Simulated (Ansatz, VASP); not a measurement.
## SiC in VASP and in Ansatz

```
CELL_PARAMETERS angstrom
3.20570 0.00000 0.00000
-1.60285 2.77622 0.00000
0.00000 0.00000 5.47566
ATOMIC_POSITIONS crystal
Si 0.33333 0.66667 0.00456
Si 0.66667 0.33333 0.50456
C 0.33333 0.66667 0.38044
C 0.66667 0.33333 0.88044
```

Alike in both runs: task relaxation of the atoms; functional PBE; k mesh 12 × 12 × 6; occupations gaussian, width 0.05 eV; no spin polarisation.

|  | VASP | Ansatz |
| --- | --- | --- |
| version | VASP 6.6.1 | Ansatz 0.2.0 |
| potentials or method | VASP PAW PBE potentials, release 64 (Si, C), cutoff 520 eV | scalar-relativistic, plane waves, PAW |
| valence electrons in the cell | 16 | 16 |

|  | VASP | Ansatz | Ansatz less VASP |
| --- | --- | --- | --- |
| gap on the k mesh at the Fermi level, each at its own relaxed structure (eV) | 2.45 | 2.46 | +0.005 |

Ansatz's warnings: stress scf threshold loose.
